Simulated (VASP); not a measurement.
# Hf (I4/mmm) in VASP: single point with PBEsol

Aim: the single point of Hf with PBEsol.

All numbers are computed with VASP 6.6.1; they aren't measurements. Logs are shortened: lines on timing, memory, paths and dates and some standing lists are left out, and cuts for length are marked.

### 1 The cell of the first run

The structure is tetragonal, space group I4/mmm (No. 139). The conventional cell has a = 3.154 Å, b = 3.154 Å, c = 4.730 Å, α = 90.00°, β = 90.00°, γ = 90.00°. Within 4.1 Å of Hf (site symmetry 4/mmm) lie 12 Hf at 3.15 to 3.25 Å.

### 2 Single point, PBEsol

INCAR

```
PREC = Accurate
ENCUT = 520
EDIFF = 1E-6
ISMEAR = 0
SIGMA = 0.15
LREAL = F
LASPH = T
NELM = 80
ALGO = Fast
ISIF = 2
LWAVE = F
LCHARG = F
GGA = PS
NBANDS = 11
```

KPOINTS

```
regular mesh
0
Gamma
  20 20 20
```

POSCAR

```
Hf
1.0
   -1.5768127388      1.5768127388      2.3652191083
    1.5768127388     -1.5768127388      2.3652191083
    1.5768127388      1.5768127388     -2.3652191083
Hf
1
Direct
    0.0000000000      0.0000000000      0.0000000000
```

Potentials or basis: VASP PAW PBE potentials, release 64 (Hf_pv).

Command:

```console
$ cat potpaw_PBE.64/Hf_pv/POTCAR > POTCAR
$ mpirun -np 1 vasp_std > vasp.out
```

OUTCAR:

```text
PREC = Accurate
   ENCUT = 520
   EDIFF = 1E-6
   ISMEAR = 0
   LREAL = F
   LASPH = T
   NELM = 80
   ISIF = 2
   GGA = PS

 ion  position               nearest neighbor table
   1  0.000  0.000  0.000-

  LATTYP: Found a body centered tetragonal cell.
 ALAT       =     3.1536254776
 C/A-ratio  =     1.5000000001

  Lattice vectors:

 A1 = (  -1.5768127388,   1.5768127388,   2.3652191083)
 A2 = (   1.5768127388,  -1.5768127388,   2.3652191083)
 A3 = (   1.5768127388,   1.5768127388,  -2.3652191083)

Analysis of symmetry for initial positions (statically):
=====================================================================
 Subroutine PRICEL returns:
 Original cell was already a primitive cell.

 Routine SETGRP: Setting up the symmetry group for a
 body centered tetragonal supercell.

 Subroutine GETGRP returns: Found 16 space group operations
 (whereof 16 operations were pure point group operations)
 out of a pool of 16 trial point group operations.

The static configuration has the point symmetry D_4h.

Analysis of symmetry for dynamics (positions and initial velocities):
=====================================================================
 Subroutine PRICEL returns:
 Original cell was already a primitive cell.

 Routine SETGRP: Setting up the symmetry group for a
 body centered tetragonal supercell.

 Subroutine GETGRP returns: Found 16 space group operations
 (whereof 16 operations were pure point group operations)
 out of a pool of 16 trial point group operations.

The dynamic configuration has the point symmetry D_4h.

 Subroutine INISYM returns: Found 16 space group operations
 (whereof 16 operations are pure point group operations),
 and found     1 'primitive' translations

----------------------------------------------------------------------------------------

                                     Primitive cell

  volume of cell :      23.5229

  direct lattice vectors                    reciprocal lattice vectors
    -1.576812739  1.576812739  2.365219108     0.000000000  0.317095358  0.211396905
     1.576812739 -1.576812739  2.365219108     0.317095358  0.000000000  0.211396905
     1.576812739  1.576812739 -2.365219108     0.317095358  0.317095358  0.000000000

  length of vectors
     3.250682737  3.250682737  3.250682737     0.381101191  0.381101191  0.448440556

  position of ions in fractional coordinates (direct lattice)
     0.000000000  0.000000000  0.000000000

  ion indices of the primitive-cell ions
   primitive index   ion index
                 1           1

----------------------------------------------------------------------------------------

 KPOINTS: regular mesh

Automatic generation of k-mesh.
 Grid dimensions read from file:
 generate k-points for:   20   20   20

 Generating k-lattice:

  Cartesian coordinates                     Fractional coordinates (reciprocal lattice)
     0.000000000  0.015854768  0.010569845     0.050000000 -0.000000000  0.000000000
     0.015854768  0.000000000  0.010569845    -0.000000000  0.050000000  0.000000000
     0.015854768  0.015854768  0.000000000     0.000000000  0.000000000  0.050000000

  Length of vectors
     0.019055060  0.019055060  0.022422028

  Shift w.r.t. Gamma in fractional coordinates (k-lattice)
     0.000000000  0.000000000  0.000000000

 Subroutine IBZKPT returns following result:
 ===========================================

 Found    641 irreducible k-points:

 Following reciprocal coordinates:
            Coordinates               Weight
  0.000000  0.000000  0.000000      1.000000
  0.050000 -0.000000  0.000000      8.000000
  0.100000  0.000000 -0.000000      8.000000
  0.150000  0.000000  0.000000      8.000000
  0.200000  0.000000 -0.000000      8.000000
  0.250000  0.000000  0.000000      8.000000
[... 16 lines left out ...]
 -0.400000  0.050000  0.000000     16.000000
 -0.350000  0.050000  0.000000     16.000000
 [... further k-points ...]
   k-points           NKPTS =    641   k-points in BZ     NKDIM =    641   number of bands    NBANDS=     11
   number of dos      NEDOS =    301   number of ions     NIONS =      1
   total plane-waves  NPLWV =  13824
   dimension x,y,z NGX =    24 NGY =   24 NGZ =   24
   dimension x,y,z NGXF=    48 NGYF=   48 NGZF=   48
   ions per type =               1
   NGX,Y,Z   is equivalent  to a cutoff of  12.27, 12.27, 12.27 a.u.
   NGXF,Y,Z  is equivalent  to a cutoff of  24.55, 24.55, 24.55 a.u.
 SYSTEM =  unknown system
   PREC   = accura    normal or accurate (medium, high low for compatibility)
   ISTART =      0    job   : 0-new  1-cont  2-samecut
   ICHARG =      2    charge: 1-file 2-atom 10-const
   ISPIN  =      1    spin polarized calculation?
   LNONCOLLINEAR =      F non collinear calculations
   LSORBIT =      F    spin-orbit coupling
   LASPH  =      T    aspherical Exc in radial PAW
   ENCUT  =  520.0 eV  38.22 Ry    6.18 a.u.   6.04  6.04  6.04*2*pi/ulx,y,z
   NELM   =     80;   NELMIN=  2; NELMDL= -5     # of ELM steps
   EDIFF  = 0.1E-05   stopping-criterion for ELM
   LREAL  =      F    real-space projection
   EDIFFG = 0.1E-04   stopping-criterion for IOM
   NSW    =      0    number of steps for IOM
   IBRION =     -1    ionic relax: 0-MD 1-quasi-New 2-CG
   NFREE  =      0    steps in history (QN), initial steepest desc. (CG)
   ISIF   =      2    stress and relaxation
   ISYM   =      2    0-nonsym 1-usesym 2-fastsym
   POTIM  = 0.5000    time-step for ionic-motion
   TEBEG  =    0.0;   TEEND  =   0.0 temperature during run
   PSTRESS=    0.0 pullay stress
   NELECT =      10.0000    total number of electrons
   NUPDOWN=      -1.0000    fix difference up-down
   EMIN   =  10.00;   EMAX   =-10.00  energy-range for DOS
   EFERMI =   0.00;   METHOD = LEGACY
   ISMEAR =     0;   SIGMA  =   0.15  broadening in eV -4-tet -1-fermi 0-gaus
   EFERMI_NEDOS =   21; number of points for ismear=-14 and -15
   IALGO  =     68    algorithm
   IMIX   =      4    mixing-type and parameters
     AMIX     =   0.40;   BMIX     =  1.00
     AMIX_MAG =   1.60;   BMIX_MAG =  1.00
  volume/ion in A,a.u.               =      23.52       158.74
  Fermi-wavevector in a.u.,A,eV,Ry     =   1.230961  2.326179 20.616432  1.515265
  Thomas-Fermi vector in A             =   2.365789
   LORBIT       =      0    0 simple, 1 ext, 2 COOP (PROOUT), +10 PAW based schemes
   GGA     = PS    functional components
   LHFCALC =     F    Hartree Fock is set to
   AEXX    =    0.0000 exact exchange contribution
   IVDW    =     0    specifies the selected vdW correction
   LEPSILON=     F    determine dielectric tensor
   LRPA    =     F    only Hartree local field effects (RPA)
 non-spin polarized calculation
 RMM-DIIS sequential band-by-band and
 Gauss-broadening in eV      SIGMA  =   0.15
  energy-cutoff  :      520.00
  volume of cell :       23.52
 maximum number of plane-waves:       648
   NGX = 13   NGY = 13   NGZ = 13

 number of electron      10.0000001 magnetization

 Free energy of the ion-electron system (eV)
  ---------------------------------------------------
  ext. energy  EPLUGINS =         0.00000000
  ---------------------------------------------------
  free energy    TOTEN  =       -10.37636901 eV

  energy without entropy =      -10.35726985  energy(sigma->0) =      -10.36681943

 E-fermi :   4.2350     XC(G=0): -11.1662

 val. band max:        4.2332566850   @ k =  -0.4000  -0.4000   0.2500
 cond. band min:       4.2360595554   @ k =   0.3500   0.0000   0.0000
 fundamental gap:      0.0028028704
 Fermi energy:         4.2349967636

 k-point     1 :       0.0000    0.0000    0.0000
  band No.  band energies     occupation
      1     -25.9174      2.00000
      2     -25.9096      2.00000
      3     -25.9096      2.00000
      4      -2.7975      2.00000
      5       5.1821      0.00000
      6       5.8490      0.00000
      7       5.8490      0.00000
      8       7.6943      0.00000
      9       8.6676      0.00000
     10      15.4931      0.00000
     11      18.6411      0.00000

 k-point     2 :       0.0500   -0.0000    0.0000
  band No.  band energies     occupation
      1     -25.9306      2.00000
      2     -25.9174      2.00000
      3     -25.9111      2.00000
      4      -2.7144      2.00000
      5       5.1872      0.00000
      6       5.7957      0.00000
      7       5.8902      0.00000
      8       7.6635      0.00000
      9       8.6123      0.00000
     10      15.6800      0.00000
     11      18.6244      0.00000

 k-point     3 :       0.1000    0.0000   -0.0000
  band No.  band energies     occupation
      1     -25.9816      2.00000
      2     -25.9267      2.00000
      3     -25.9157      2.00000
      4      -2.4702      2.00000
      5       5.1407      0.00000
      6       5.7076      0.00000
      7       6.0040      0.00000
      8       7.5999      0.00000
      9       8.4706      0.00000
     10      16.1875      0.00000
     11      18.1174      0.00000

 k-point     4 :       0.1500    0.0000    0.0000
  band No.  band energies     occupation
      1     -26.0613      2.00000
      2     -25.9401      2.00000
      3     -25.9229      2.00000
      4      -2.0807      2.00000
      5       4.9394      0.00000
      6       5.6980      0.00000
      7       6.1556      0.00000
      8       7.5834      0.00000
      9       8.3113      0.00000
     10      16.6705      0.00000
     11      17.5582      0.00000
[... 239 lines left out ...]
 k-point    22 :      -0.4500    0.0500    0.0000
  band No.  band energies     occupation
      1     -26.5732      2.00000
      2     -26.0351      2.00000
      3     -25.9804      2.00000
      4       0.7154      2.00000
      5       4.4526      0.04023
      6       5.1467      0.00000
      7       5.7715      0.00000
      8       9.7448      0.00000
      9      10.1984      0.00000
     10      13.2791      0.00000
     11      15.5399      0.00000

 k-point    23 :      -0.4000    0.0500    0.0000
  band No.  band energies     occupation
      1     -26.5196      2.00000
      2     -26.0260      2.00000
      3     -25.9734      2.00000
      4       0.4587      2.00000
      5       4.2591      0.82016
      6       5.2593      0.00000
      7       5.8605      0.00000
      8       9.2648      0.00000
      9       9.8046      0.00000
     10      13.8078      0.00000
     11      16.2235      0.00000

 k-point    24 :      -0.3500    0.0500    0.0000
  band No.  band energies     occupation
      1     -26.4412      2.00000
      2     -26.0126      2.00000
      3     -25.9641      2.00000
      4       0.0349      2.00000
      5       4.1596      1.52302
      6       5.4123      0.00000
      7       6.0024      0.00000
      8       8.7148      0.00000
      9       9.2904      0.00000
     10      14.4062      0.00000
     11      17.2380      0.00000

 [... further k-points ...]
[... 5 lines left out ...]
  --------------------------------------------------------------------------------------
  -------------------------------------------------------------------------------------
  Total       -1.0909549     -1.0909549     -1.5350465      0.0000000     -0.0000000      0.0000000
  in kB      -74.3063196    -74.3063196   -104.5539667      0.0000000     -0.0000000      0.0000000
  external PRESSURE =     -84.3888686 kB  Pullay stress =       0.0000000 kB

 VOLUME and BASIS-vectors are now :
 -----------------------------------------------------------------------------
  energy-cutoff  :      520.00
  volume of cell :       23.52
      direct lattice vectors                 reciprocal lattice vectors
    -1.576812739  1.576812739  2.365219108     0.000000000  0.317095358  0.211396905
     1.576812739 -1.576812739  2.365219108     0.317095358  0.000000000  0.211396905
     1.576812739  1.576812739 -2.365219108     0.317095358  0.317095358  0.000000000

 POSITION                                       TOTAL-FORCE (eV/Angst)
 -----------------------------------------------------------------------------------
      0.00000      0.00000      0.00000         0.000000      0.000000      0.000000
 -----------------------------------------------------------------------------------
    total drift:                                0.000000     -0.000000     -0.000000

  FREE ENERGIE OF THE ION-ELECTRON SYSTEM (eV)
  ---------------------------------------------------
  free  energy   TOTEN  =       -10.3763690087 eV

  energy  without entropy=      -10.3572698495  energy(sigma->0) =      -10.36681943
```

Run time: 75 s. Hardware: 1 thread of AMD EPYC 9R45 (Zen 5), shared host; peak memory 0.24 GiB.

What came out:

| Property | Result |
| --- | --- |
| Free energy | -10.3764 eV |
| Pressure | -8.4 GPa |
| Band gap on the k mesh | zero (bands 5 and 6 overlap by 1.66 eV) |

Stress tensor (GPa, compression positive):
```
 -7.43   0.00   0.00
  0.00  -7.43   0.00
  0.00   0.00 -10.46
```

Levels at points of the mesh, in eV from the Fermi level:
| k point | band 2 | band 3 | band 4 | band 5 | band 6 | band 7 | band 8 | band 9 |
| --- | --- | --- | --- | --- | --- | --- | --- | --- |
| (0.00, 0.00, 0.00) | -30.14 | -30.14 | -7.03 | 0.95 | 1.61 | 1.61 | 3.46 | 4.43 |
| (0.50, 0.00, 0.00) | -30.27 | -30.21 | -3.49 | 0.47 | 0.82 | 1.53 | 5.77 | 6.12 |
| (0.50, 0.50, 0.00) | -30.47 | -30.37 | -3.00 | -1.97 | 2.61 | 5.84 | 6.16 | 6.91 |
| (0.50, 0.50, 0.50) | -30.35 | -30.35 | -3.16 | -1.87 | 1.72 | 6.03 | 6.52 | 6.52 |

Caveat: the cell stands under tension; the PAW data sets were made with another functional, which shifts forces and pressure a little; spin-orbit coupling is left out, which moves the levels of the heavy elements.
